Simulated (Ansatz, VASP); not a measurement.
## One calculation of TeMo2, two programs

```xyz
3
Lattice="0.0000 3.1158 3.1158 3.1158 0.0000 3.1158 3.1158 3.1158 0.0000" Properties=species:S:1:pos:R:3 pbc="T T T"
Te    4.6738    4.6738    4.6738
Mo    1.5579    1.5579    1.5579
Mo    0.0000    0.0000    0.0000
```

Alike in both runs: functional PBE; k mesh 5 × 5 × 5; occupations gaussian, width 0.2 eV; no spin polarisation.

Ansatz relaxed the structure, and its values are those at the end. VASP's run is a single point on that final structure, the one shown.

|  | VASP | Ansatz |
| --- | --- | --- |
| version | VASP 6.6.1 | Ansatz 0.2.0 |
| potentials or method | VASP PAW PBE potentials, release 64 (Te, Mo_sv), cutoff 500 eV | scalar-relativistic, plane waves, PAW |
| valence electrons in the cell | 34 | 44 |

|  | VASP | Ansatz | Ansatz less VASP |
| --- | --- | --- | --- |
| gap on the k mesh at the Fermi level (eV) | 0.24 | 0.24 | +0.002 |
| least direct gap on the mesh (eV) | 0.51 | 0.51 | +0.001 |
| pressure (GPa) | 0.1 | 0.0 | -0.13 |

The functional is the same, so the differences come from potentials, cutoffs and numerics. VASP's potentials hold 34 valence electrons a cell and Ansatz's 44, so a difference there can come from the potentials and not from the codes.

Spin-orbit coupling is off throughout.
